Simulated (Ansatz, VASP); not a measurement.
**CaS: VASP beside Ansatz**

Contents of INCAR:

```
SYSTEM = CaS
  ALGO = Normal
  EDIFF = 1E-7
  EDIFFG = -0.002
  ENCUT = 500
  GGA = CA
  GGA_COMPAT = .False.
  IBRION = 2
  ISIF = 3
  ISMEAR = 0
  LASPH = .True.
  LCHARG = .False.
  LREAL = .False.
  LWAVE = .False.
  NELM = 120
  NELMIN = 4
  NSW = 100
  PREC = Accurate
  SIGMA = 0.02
```

The input KPOINTS:

```
k-points
0
Gamma
  8 8 8
  0 0 0
```

Contents of POSCAR:

```
CaS
1.0
    0.0000000000      2.8523742900      2.8523742900
    2.8523742900      0.0000000000      2.8523742900
    2.8523742900      2.8523742900      0.0000000000
Ca S
1 1
Direct
    0.0000000000      0.0000000000      0.0000000000
    0.5000000000      0.5000000000      0.5000000000
```

Input for Ansatz:

```yaml
crystal:
  lattice:
    - [0.0, 2.85237429, 2.85237429]
    - [2.85237429, 0.0, 2.85237429]
    - [2.85237429, 2.85237429, 0.0]
  atoms:
    - { symbol: Ca, position: [0.0, 0.0, 0.0] }
    - { symbol: S, position: [0.5, 0.5, 0.5] }
basis:
  ecutwfc: 420
kpoints:
  mp_grid: { grid: [8, 8, 8] }
hamiltonian:
  xc: lda
  pseudopotentials: { kind: paw }
scf:
  occupations: { method: gaussian, width: 0.02 }
output:
  forces: true
  stress: true
  eigenvalues: true
  write_density: true
  write_potential: true
  elf: true
  volumetric_format: npy
relax:
  adjacent_minimum: "off"
  f_tol: 0.002
  max_steps: 80
  cell: { stress_tol: 0.02 }
```

Alike in both runs: task relaxation of cell and atoms; functional LDA; k mesh 8 × 8 × 8; occupations gaussian, width 0.02 eV; no spin polarisation.

|  | VASP | Ansatz |
| --- | --- | --- |
| version | VASP 6.6.1 | Ansatz 0.2.0 |
| potentials or method | VASP PAW LDA potentials, release 64 (Ca_sv, S), cutoff 500 eV | scalar-relativistic, plane waves, PAW |
| valence electrons in the cell | 16 | 16 |

|  | VASP | Ansatz | Ansatz less VASP |
| --- | --- | --- | --- |
| gap on the k mesh at the Fermi level, each at its own relaxed structure (eV) | 1.97 | 1.97 | +0.001 |
| relaxed volume (Å³/atom) | 21.61 | 21.53 | -0.082 |
| relaxed cell length with the largest relative difference (Å) | 3.939 | 3.934 | -0.0050 |

LDA's correlation is that of Perdew and Zunger in VASP and of Perdew and Wang (1992) in Ansatz.
